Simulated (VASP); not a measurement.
Input of a VASP 6.6.1 run:

INCAR

```
SYSTEM = Hg
  PREC = Accurate
  ENCUT = 520
  EDIFF = 1E-6
  ISMEAR = -1
  SIGMA = 0.1
  LREAL = .False.
  LASPH = .True.
  NELM = 60
  ALGO = Normal
  ISIF = 2
  LWAVE = .False.
  LCHARG = .True.
  GGA = B5
  ALDAX = 1.0
  AGGAX = 1.0
  AGGAC = 1.0
  ALDAC = 0.0
  LELF = .True.
  LVHAR = .True.
  NBANDS = 12
```

Contents of KPOINTS:

```
regular mesh
0
Gamma
  8 8 8
  0 0 0
```

Contents of POSCAR:

```
Hg
1.0
   -3.2986906450      3.2986906450      3.2986906450
    3.2986906450     -3.2986906450      3.2986906450
    3.2986906450      3.2986906450     -3.2986906450
Hg
1
Direct
    0.0000000000      0.0000000000      0.0000000000
```

Potentials or basis: VASP PAW PBE potentials, release 64 (Hg).

The run is started by

```console
$ cat potpaw_PBE.64/Hg/POTCAR > POTCAR
$ mpirun -np 1 vasp_std > vasp.out
```

Task: What does it give for the band gap on the k mesh?

Result: 4.65 eV (least direct gap 4.82 eV).

Task: What does it give for the pressure?

Result: 0.0 GPa.

Caveat: the PAW data sets were made with another functional, which shifts forces and pressure a little; spin-orbit coupling is left out, which moves the levels of the heavy elements. A k mesh can miss the band edges.
